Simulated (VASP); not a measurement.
Here is a VASP 6.6.1 calculation.

Contents of INCAR:

```
SYSTEM = AlN
PREC = Accurate
ENCUT = 520
EDIFF = 1E-6
ISMEAR = 0
SIGMA = 0.05
LREAL = .False.
LASPH = .True.
NELM = 60
ALGO = Normal
ISIF = 2
LWAVE = .False.
LCHARG = .True.
LELF = .True.
LVHAR = .True.
NBANDS = 26
```

KPOINTS

```
regular mesh
0
Gamma
  8 6 4
  0 0 0
```

The input POSCAR:

```
AlN
1.0
   -1.6378403119      2.8368226349      0.0000000000
    0.0000000000      0.0000000000      4.1006264518
    4.9135209358      2.8368226349      0.0000000000
Al N
4 4
Direct
    0.5189273641      0.7500000000      0.1477393026
    1.0000000000      0.7500000000      0.6666666667
    0.0000000000      0.2500000000      0.3333333333
    0.5000000000      0.2500000000      0.8333333333
    0.5000000000      0.2500000000      0.1666666667
    1.0000000000      0.2500000000      0.6666666667
    0.0000000000      0.7500000000      0.3333333333
    0.5000000000      0.7500000000      0.8333333333
```

Potentials or basis: VASP PAW LDA potentials, release 64 (Al, N).

Command:

```bash
$ cat potpaw_LDA.64/Al/POTCAR potpaw_LDA.64/N/POTCAR > POTCAR
$ mpirun -np 1 vasp_std > vasp.out
```

Q: Estimate the pressure.

A: 1.4 GPa.

Q: What does it give for the largest force?

A: 2.948 eV/Å.

Forces in eV/Å, atoms in the order of the input:
```
Al   2.857  0.727  0.000
Al  -0.533 -0.275  0.000
Al  -0.127  0.076  0.000
Al  -0.083 -0.110  0.000
N   -0.522 -0.132  0.000
N    0.216  0.136  0.000
N   -0.696  0.162  0.000
N   -1.112 -0.584  0.000
```

Caveat: the cell differs from its parent crystal (atom 1 (Al) moved by -0.124 Å along [1 0 0] and +0.000 Å along [1 2 0]); forces of over 1 eV/Å act on the atoms, so gaps and moduli don't describe the material at rest.
